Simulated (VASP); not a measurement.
Here is a VASP 6.6.1 calculation.

INCAR

```
  PREC = Accurate
  ENCUT = 520
  EDIFF = 1E-6
  ISMEAR = -1
  SIGMA = 0.08
  LREAL = False
  LASPH = True
  NELM = 80
  ALGO = Normal
  ISIF = 2
  LWAVE = False
  LCHARG = True
  LDIPOL = True
  IDIPOL = 3
  DIPOL = 0.5 0.5 0.500
  GGA = PS
  LELF = True
  LVHAR = True
  LVACPOTAV = True
  NBANDS = 52
```

Contents of KPOINTS:

```
regular mesh
0
Gamma
  13 9 1
```

File POSCAR:

```
Ru5Rh
1.0
    2.6907521390      0.0000000000      0.0000000000
    0.0000000000      4.2493843975      0.0000000000
    0.0000000000      0.0000000000     21.4373000000
Rh Ru
1 5
Direct
    0.7500000000      0.7500000000      0.3793277458
    0.2500000000      0.2500000000      0.4090318242
    0.2500000000      0.7500000000      0.4830371878
    0.7500000000      0.2500000000      0.5169628122
    0.7500000000      0.7500000000      0.5909681755
    0.2500000000      0.2500000000      0.6206722545
```

Potentials or basis: VASP PAW PBE potentials, release 64 (Rh_pv, Ru_pv).

The run is started by

```console
$ cat potpaw_PBE.64/Rh_pv/POTCAR potpaw_PBE.64/Ru_pv/POTCAR > POTCAR
$ mpirun -np 1 vasp_std > vasp.out
```

(1) Estimate the largest force.

(2) Estimate the band gap on the k mesh.

Results:

(1) 0.539 eV/Å.

(2) zero (an odd number of electrons rules out a gap without spin polarisation).

Caveat: the PAW data sets were made with another functional, which shifts forces and pressure a little.
